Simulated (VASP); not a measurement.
# WSe2 in VASP: notebook

The runs below take WSe2 through single point, with PBE+D3(BJ).

Program: VASP 6.6.1. These are calculated values, not measurements. Logs are shortened: lines on timing, memory, paths and dates and some standing lists are left out, and cuts for length are marked.

### 1 The cell of the first run

The cell holds a slab with vacuum, 6 atoms: a = 3.285 Å, b = 3.285 Å, c = 24.239 Å, α = 90.00°, β = 90.00°, γ = 120.00°.

### 2 Single point, PBE+D3(BJ)

INCAR

```
ALGO     = Normal         # electronic algorithm
DIPOL    = 0.5 0.5 0.389
EDIFF    = 1E-6           # SCF threshold, eV
ENCUT    = 520            # plane-wave cutoff, eV
GGA      = PE             # functional
IDIPOL   = 3            
ISIF     = 2              # what is computed and relaxed
ISMEAR   = 0              # smearing method
IVDW     = 12             # dispersion correction
LASPH    = True           # aspherical terms in the spheres
LCHARG   = True           # write CHGCAR
LDIPOL   = True         
LELF     = True           # ELF
LREAL    = False          # projectors in reciprocal space
LVACPOTAV= True         
LVHAR    = True         
LWAVE    = False          # write WAVECAR
NBANDS   = 35             # bands
NELM     = 60             # most SCF steps
PREC     = Accurate       # precision mode
SIGMA    = 0.05           # smearing width, eV
```

KPOINTS

```
k-points
0
Gamma
  9 9 1
```

POSCAR

```
WSe2
1.0
    3.2854927591      0.0000000000      0.0000000000
   -1.6427463796      2.8453201933      0.0000000000
    0.0000000000      0.0000000000     24.2386469112
Se W
4 2
Direct
    0.3333333333      0.6666666667      0.1856539277
    0.3333333333      0.6666666667      0.3246601794
    0.3333333333      0.6666666667      0.4529676717
    0.3333333333      0.6666666667      0.5919739235
    0.6666666667      0.3333333333      0.2551570535
    0.0000000000      1.0000000000      0.5224707976
```

Potentials or basis: VASP PAW PBE potentials, release 64 (Se, W_sv).

On the command line:

```bash
cat potpaw_PBE.64/Se/POTCAR potpaw_PBE.64/W_sv/POTCAR > POTCAR
mpirun -np 1 vasp_std > vasp.out
```

OUTCAR:

```text
EDIFF = 1E-6
   ENCUT = 520
   GGA = PE
   ISIF = 2
   ISMEAR = 0
   IVDW = 12
   LASPH = True
   LREAL = False
   NELM = 60
   PREC = Accurate
 IVDW          = 12

 ion  position               nearest neighbor table
   1  0.333  0.667  0.186-   5 2.54   5 2.54   5 2.54
   2  0.333  0.667  0.325-   5 2.54   5 2.54   5 2.54
   3  0.333  0.667  0.453-   6 2.54   6 2.54   6 2.54
   4  0.333  0.667  0.592-   6 2.54   6 2.54   6 2.54
   5  0.667  0.333  0.255-   1 2.54   1 2.54   1 2.54   2 2.54   2 2.54   2 2.54
   6  0.000  0.000  0.522-   3 2.54   4 2.54   3 2.54   4 2.54   3 2.54   4 2.54

  LATTYP: Found a hexagonal cell.
 ALAT       =     3.2854927591
 C/A-ratio  =     7.3774768926

  Lattice vectors:

 A1 = (   3.2854927591,   0.0000000000,   0.0000000000)
 A2 = (  -1.6427463796,   2.8453201933,   0.0000000000)
 A3 = (   0.0000000000,   0.0000000000,  24.2386469112)

Analysis of symmetry for initial positions (statically):
=====================================================================
 Subroutine PRICEL returns:
 Original cell was already a primitive cell.

 Routine SETGRP: Setting up the symmetry group for a
 hexagonal supercell.

 Subroutine GETGRP returns: Found 12 space group operations
 (whereof  6 operations were pure point group operations)
 out of a pool of 24 trial point group operations.

The static configuration has the point symmetry C_3v.
 The point group associated with its full space group is D_3d.

Analysis of symmetry for dynamics (positions and initial velocities):
=====================================================================
 Subroutine PRICEL returns:
 Original cell was already a primitive cell.

 Routine SETGRP: Setting up the symmetry group for a
 hexagonal supercell.

 Subroutine GETGRP returns: Found 12 space group operations
 (whereof  6 operations were pure point group operations)
 out of a pool of 24 trial point group operations.

The dynamic configuration has the point symmetry C_3v.
 The point group associated with its full space group is D_3d.

 Subroutine INISYM returns: Found 12 space group operations
 (whereof  6 operations are pure point group operations),
 and found     1 'primitive' translations

----------------------------------------------------------------------------------------

                                     Primitive cell

  volume of cell :     226.5896

  direct lattice vectors                    reciprocal lattice vectors
     3.285492759  0.000000000  0.000000000     0.304368347  0.175727147  0.000000000
    -1.642746380  2.845320193  0.000000000     0.000000000  0.351454294  0.000000000
     0.000000000  0.000000000 24.238646911     0.000000000  0.000000000  0.041256428

  length of vectors
     3.285492759  3.285492759 24.238646911     0.351454294  0.351454294  0.041256428

  position of ions in fractional coordinates (direct lattice)
     0.333333333  0.666666667  0.185653928
     0.333333333  0.666666667  0.324660179
     0.333333333  0.666666667  0.452967672
     0.333333333  0.666666667  0.591973923
     0.666666667  0.333333333  0.255157053
     0.000000000  0.000000000  0.522470798

  ion indices of the primitive-cell ions
   primitive index   ion index
                 1           1
                 2           2
                 3           3
                 4           4
                 5           5
                 6           6

----------------------------------------------------------------------------------------

 KPOINTS: k-points

Automatic generation of k-mesh.
 Grid dimensions read from file:
 generate k-points for:    9    9    1

 Generating k-lattice:

  Cartesian coordinates                     Fractional coordinates (reciprocal lattice)
     0.033818705  0.019525239  0.000000000     0.111111111  0.000000000  0.000000000
     0.000000000  0.039050477  0.000000000     0.000000000  0.111111111  0.000000000
     0.000000000  0.000000000  0.041256428     0.000000000  0.000000000  1.000000000

  Length of vectors
     0.039050477  0.039050477  0.041256428

  Shift w.r.t. Gamma in fractional coordinates (k-lattice)
     0.000000000  0.000000000  0.000000000

 Subroutine IBZKPT returns following result:
 ===========================================

 Found     12 irreducible k-points:

 Following reciprocal coordinates:
            Coordinates               Weight
  0.000000  0.000000  0.000000      1.000000
  0.111111  0.000000  0.000000      6.000000
  0.222222  0.000000  0.000000      6.000000
  0.333333  0.000000  0.000000      6.000000
  0.444444  0.000000  0.000000      6.000000
  0.111111  0.111111  0.000000      6.000000
  0.222222  0.111111  0.000000     12.000000
  0.333333  0.111111  0.000000     12.000000
  0.444444  0.111111  0.000000      6.000000
  0.222222  0.222222  0.000000      6.000000
  0.333333  0.222222  0.000000     12.000000
  0.333333  0.333333  0.000000      2.000000
   k-points           NKPTS =     12   k-points in BZ     NKDIM =     12   number of bands    NBANDS=     35
   number of dos      NEDOS =    301   number of ions     NIONS =      6
   total plane-waves  NPLWV = 103680
   dimension x,y,z NGX =    24 NGY =   24 NGZ =  180
   dimension x,y,z NGXF=    48 NGYF=   48 NGZF=  360
   ions per type =               4   2
   NGX,Y,Z   is equivalent  to a cutoff of  12.14, 12.14, 12.35 a.u.
   NGXF,Y,Z  is equivalent  to a cutoff of  24.29, 24.29, 24.69 a.u.
 SYSTEM =  unknown system
   PREC   = accura    normal or accurate (medium, high low for compatibility)
   ISTART =      0    job   : 0-new  1-cont  2-samecut
   ICHARG =      2    charge: 1-file 2-atom 10-const
   ISPIN  =      1    spin polarized calculation?
   LNONCOLLINEAR =      F non collinear calculations
   LSORBIT =      F    spin-orbit coupling
   LASPH  =      T    aspherical Exc in radial PAW
   ENCUT  =  520.0 eV  38.22 Ry    6.18 a.u.   6.11  6.11 45.07*2*pi/ulx,y,z
   NELM   =     60;   NELMIN=  2; NELMDL= -5     # of ELM steps
   EDIFF  = 0.1E-05   stopping-criterion for ELM
   LREAL  =      F    real-space projection
   EDIFFG = 0.1E-04   stopping-criterion for IOM
   NSW    =      0    number of steps for IOM
   IBRION =     -1    ionic relax: 0-MD 1-quasi-New 2-CG
   NFREE  =      0    steps in history (QN), initial steepest desc. (CG)
   ISIF   =      2    stress and relaxation
   ISYM   =      2    0-nonsym 1-usesym 2-fastsym
   POTIM  = 0.5000    time-step for ionic-motion
   TEBEG  =    0.0;   TEEND  =   0.0 temperature during run
   PSTRESS=    0.0 pullay stress
   NELECT =      52.0000    total number of electrons
   NUPDOWN=      -1.0000    fix difference up-down
   EMIN   =  10.00;   EMAX   =-10.00  energy-range for DOS
   EFERMI =   0.00;   METHOD = LEGACY
   ISMEAR =     0;   SIGMA  =   0.05  broadening in eV -4-tet -1-fermi 0-gaus
   EFERMI_NEDOS =   21; number of points for ismear=-14 and -15
   IALGO  =     38    algorithm
   IMIX   =      4    mixing-type and parameters
     AMIX     =   0.40;   BMIX     =  1.00
     AMIX_MAG =   1.60;   BMIX_MAG =  1.00
  volume/ion in A,a.u.               =      37.76       254.85
  Fermi-wavevector in a.u.,A,eV,Ry     =   1.002296  1.894065 13.668372  1.004597
  Thomas-Fermi vector in A             =   2.134774
   LORBIT       =      0    0 simple, 1 ext, 2 COOP (PROOUT), +10 PAW based schemes
   GGA     = PE    functional components
   LHFCALC =     F    Hartree Fock is set to
   AEXX    =    0.0000 exact exchange contribution
   IVDW    =    12    specifies the selected vdW correction
   LEPSILON=     F    determine dielectric tensor
   LRPA    =     F    only Hartree local field effects (RPA)
 non-spin polarized calculation
 Gauss-broadening in eV      SIGMA  =   0.05
  energy-cutoff  :      520.00
  volume of cell :      226.59
 maximum number of plane-waves:      6144
   NGX = 13   NGY = 13   NGZ = 91

 dipolmoment           0.000000      0.000000     -0.000005 electrons x Angstroem

 number of electron      51.9999987 magnetization

 dipolmoment           0.000000      0.000000      0.000000 electrons x Angstroem

 Free energy of the ion-electron system (eV)
  ---------------------------------------------------
  ext. energy  EPLUGINS =         0.00000000
  ---------------------------------------------------
  free energy    TOTEN  =       -42.96379634 eV

  energy without entropy =      -42.96379634  energy(sigma->0) =      -42.96379634

 E-fermi :   1.4166     XC(G=0):  -6.1967

 val. band max:        1.1113062240   @ k =   0.0000   0.0000   0.0000
 cond. band min:       2.3583559490   @ k =   0.2222   0.1111   0.0000
 fundamental gap:      1.2470497250
 Fermi energy:         1.4166190269

 k-point     1 :       0.0000    0.0000    0.0000
  band No.  band energies     occupation
      1     -73.1661      2.00000
      2     -73.1661      2.00000
      3     -37.4191      2.00000
      4     -37.4191      2.00000
      5     -37.2752      2.00000
      6     -37.2752      2.00000
[... 27 lines left out ...]
     34       4.1030      0.00000
     35       5.2226      0.00000

 k-point     2 :       0.1111    0.0000    0.0000
  band No.  band energies     occupation
      1     -73.1649      2.00000
      2     -73.1649      2.00000
      3     -37.4138      2.00000
      4     -37.4138      2.00000
      5     -37.3029      2.00000
      6     -37.3029      2.00000
[... 27 lines left out ...]
     34       4.2264      0.00000
     35       5.6285      0.00000

 k-point     3 :       0.2222    0.0000    0.0000
  band No.  band energies     occupation
      1     -73.1618      2.00000
      2     -73.1618      2.00000
      3     -37.4005      2.00000
      4     -37.4004      2.00000
      5     -37.3727      2.00000
      6     -37.3726      2.00000
[... 27 lines left out ...]
     34       4.7960      0.00000
     35       6.2862      0.00000
[... 267 lines left out ...]
 k-point    11 :       0.3333    0.2222    0.0000
  band No.  band energies     occupation
      1     -73.1550      2.00000
      2     -73.1550      2.00000
      3     -37.4736      2.00000
      4     -37.4736      2.00000
      5     -37.3852      2.00000
      6     -37.3852      2.00000
[... 27 lines left out ...]
     34       5.7711      0.00000
     35       6.0255      0.00000

 k-point    12 :       0.3333    0.3333    0.0000
  band No.  band energies     occupation
      1     -73.1544      2.00000
      2     -73.1544      2.00000
      3     -37.4496      2.00000
      4     -37.4496      2.00000
      5     -37.4262      2.00000
      6     -37.4262      2.00000
[... 27 lines left out ...]
     34       6.2415      0.00000
     35       6.3936      0.00000

------------------------ aborting loop because EDIFF is reached ----------------------------------------

 Edisp (eV)   -2.40170

 E8    (eV) :    -1.1039

  FORCE on cell =-STRESS in cart. coord.  units (eV):
  Direction    XX          YY          ZZ          XY          YZ          ZX
  --------------------------------------------------------------------------------------
  -------------------------------------------------------------------------------------
  Total       0.03824     0.03824     2.25352    -0.00000     0.00000     0.00000
  in kB       0.27039     0.27039    15.93423    -0.00000     0.00000     0.00000
  external pressure =        5.49 kB  Pullay stress =        0.00 kB

 VOLUME and BASIS-vectors are now :
 -----------------------------------------------------------------------------
  energy-cutoff  :      520.00
  volume of cell :      226.59
      direct lattice vectors                 reciprocal lattice vectors
     3.285492759  0.000000000  0.000000000     0.304368347  0.175727147  0.000000000
    -1.642746380  2.845320193  0.000000000     0.000000000  0.351454294  0.000000000
     0.000000000  0.000000000 24.238646911     0.000000000  0.000000000  0.041256428

 POSITION                                       TOTAL-FORCE (eV/Angst)
 -----------------------------------------------------------------------------------
     -0.00000      1.89688      4.50000         0.000000      0.000000     -0.040336
     -0.00000      1.89688      7.86932        -0.000000      0.000000     -0.457167
     -0.00000      1.89688     10.97932         0.000000      0.000000      0.457167
     -0.00000      1.89688     14.34865         0.000000     -0.000000      0.040336
      1.64275      0.94844      6.18466        -0.000000     -0.000000     -0.074339
      0.00000      0.00000     12.66399         0.000000      0.000000      0.074339
 -----------------------------------------------------------------------------------
    total drift:                               -0.000000     -0.000000      0.000013

  FREE ENERGIE OF THE ION-ELECTRON SYSTEM (eV)
  ---------------------------------------------------
  free  energy   TOTEN  =       -45.3654923619 eV

  energy  without entropy=      -45.3654923619  energy(sigma->0) =      -45.36549236

 vacuum level on the upper side and lower side of the slab         5.941         5.941
```

Run time: 84 s. Hardware: 1 thread of AMD EPYC 9R45 (Zen 5), shared host; peak memory 0.32 GiB.

Results:

```
Free energy                : -45.3655 eV
Largest force              : 0.457 eV/Å
Band gap on the k mesh     : 1.25 eV (least direct gap 1.68 eV)
Dispersion energy per atom : -0.400 eV
```

Forces in eV/Å, atoms in the order of the input:
```
Se   0.000  0.000 -0.040
Se   0.000  0.000 -0.457
Se   0.000  0.000  0.457
Se   0.000  0.000  0.040
W    0.000  0.000 -0.074
W    0.000  0.000  0.074
```

Caveat: spin-orbit coupling is left out, which moves the levels of the heavy elements.

(Part 1 of 2 ends here.)
